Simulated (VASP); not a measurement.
BaTiO3, 10 atoms in the cell. The typed cell holds 10 atoms: a = 3.994 Å, b = 3.997 Å, c = 8.165 Å, α = 90.00°, β = 90.00°, γ = 90.09°. 

- Program: VASP 6.6.1
- Task: single point
- Functional: PBE
- Dispersion: D4
- Potentials or basis: VASP PAW PBE potentials, release 64 (Ba_sv, Ti_sv, O)
- Cutoff: 520 eV
- k mesh: 7 × 7 × 4
- Occupations: fermi-dirac, width 0.05 eV
- Spin: no spin polarisation
- Dipole correction: no
- Further INCAR settings: ALGO = Normal; EDIFF = 1e-07; NBANDS = 51

Potentials or basis: VASP PAW PBE potentials, release 64 (Ba_sv, Ti_sv, O).

Run with:

```sh
$ cat potpaw_PBE.64/Ba_sv/POTCAR potpaw_PBE.64/Ti_sv/POTCAR potpaw_PBE.64/O/POTCAR > POTCAR
$ mpirun -np 1 vasp_std > vasp.out
```

Hardware: 1 thread of Intel Xeon 8259CL, on a shared host.

Question: Estimate the wall time of this run.

Answer: Run time: 35 min on 1 thread of Intel Xeon 8259CL, on a shared host, peak memory 0.58 GiB. Counts: scf iterations 19, k points 99.
